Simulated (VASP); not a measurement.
Set up this calculation in VASP 6.6.1, as the native input.

- Task: single point
- Functional: r2SCAN
- Potentials or basis: VASP PAW PBE potentials, release 64 (C)
- Cutoff: 660 eV
- k mesh: 24 × 24 × 6
- Occupations: fermi-dirac, width 0.15 eV
- Spin: no spin polarisation
- Dipole correction: no
- Further INCAR settings: ALGO = Normal; EDIFF = 1e-06; NBANDS = 16

Crystal: C.

```xyz
4
Lattice="2.4559 0.0000 0.0000 -1.2279 2.1268 0.0000 0.0000 0.0000 7.0553" Properties=species:S:1:pos:R:3 pbc="T T T"
C     0.0000    0.0000    1.7638
C     0.0000    0.0000    5.2914
C     0.0000    1.4179    1.7638
C     1.2279    0.7089    5.2914
```

The input as run:

POSCAR

```
C
1.0
    2.4558675277      0.0000000000      0.0000000000
   -1.2279337638      2.1268436673      0.0000000000
    0.0000000000      0.0000000000      7.0552609585
C
4
Direct
    0.0000000000      0.0000000000      0.2500000000
    0.0000000000      0.0000000000      0.7500000000
    0.3333333333      0.6666666667      0.2500000000
    0.6666666667      0.3333333333      0.7500000000
```

INCAR.step1

```
SYSTEM = C
ALGO = Normal
EDIFF = 1E-5
ENCUT = 660
GGA = PE
GGA_COMPAT = .False.
ISMEAR = -1
LASPH = .True.
LCHARG = .False.
LREAL = .False.
LWAVE = .True.
NBANDS = 16
NELM = 120
PREC = Accurate
SIGMA = 0.15
```

INCAR.step2

```
SYSTEM = C
ALGO = Normal
EDIFF = 1E-6
ENCUT = 660
GGA_COMPAT = .False.
ISIF = 2
ISMEAR = -1
ISTART = 1
LASPH = .True.
LCHARG = .False.
LMIXTAU = .True.
LREAL = .False.
LWAVE = .False.
METAGGA = R2SCAN
NBANDS = 16
NELM = 120
PREC = Accurate
SIGMA = 0.15
```

KPOINTS

```
k-points
0
Gamma
  24 24 6
  0 0 0
```

Potentials or basis: VASP PAW PBE potentials, release 64 (C).

The run is started by

```sh
$ cat potpaw_PBE.64/C/POTCAR > POTCAR
$ cp INCAR.step1 INCAR
$ mpirun -np 1 vasp_std > vasp.out
$ cp INCAR.step2 INCAR
$ mpirun -np 1 vasp_std > vasp.out
```

It gave:

```yaml
Pressure: 0.0 GPa
Band_gap_on_the_k_mesh: zero (bands 8 and 9 overlap by 0.01 eV)
```

Caveat: the PAW data sets were made with another functional, which shifts forces and pressure a little.

Run time: 11 min on 1 thread of Oxide Virtual Turin-like Processor (shared host), peak memory 0.25 GiB.
